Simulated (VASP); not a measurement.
AlN (AlN (P6_3mc)), 16 atoms in the cell. The typed cell holds 16 atoms: a = 6.260 Å, b = 6.260 Å, c = 5.017 Å, α = 90.00°, β = 90.00°, γ = 120.00°. 

* Program: VASP 6.6.1
* Task: single point
* Functional: PBE
* Potentials or basis: VASP PAW PBE potentials, release 64 (Al, N)
* Cutoff: 520 eV
* k mesh: 1 × 1 × 2, shifted
* Occupations: gaussian, width 0.01 eV
* Spin: no spin polarisation
* Dipole correction: no
* Further INCAR settings: LREAL = Auto; ALGO = Normal; EDIFF = 1e-07; NBANDS = 46

Potentials or basis: VASP PAW PBE potentials, release 64 (Al, N).

The run is started by

```bash
$ cat potpaw_PBE.64/Al/POTCAR potpaw_PBE.64/N/POTCAR > POTCAR
$ mpirun -np 1 vasp_std > vasp.out
```

Hardware: 1 thread of Intel(R) Xeon(R) Platinum 8259CL CPU @ 2.50GHz (Skylake/Cascade Lake), with other jobs on the host.

Q: Estimate the wall time of this run.

A: It took 3.4 min on 1 thread of Intel(R) Xeon(R) Platinum 8259CL CPU @ 2.50GHz (Skylake/Cascade Lake) (shared host), peak memory 0.3 GiB. Counts: scf iterations 16, k points 8.
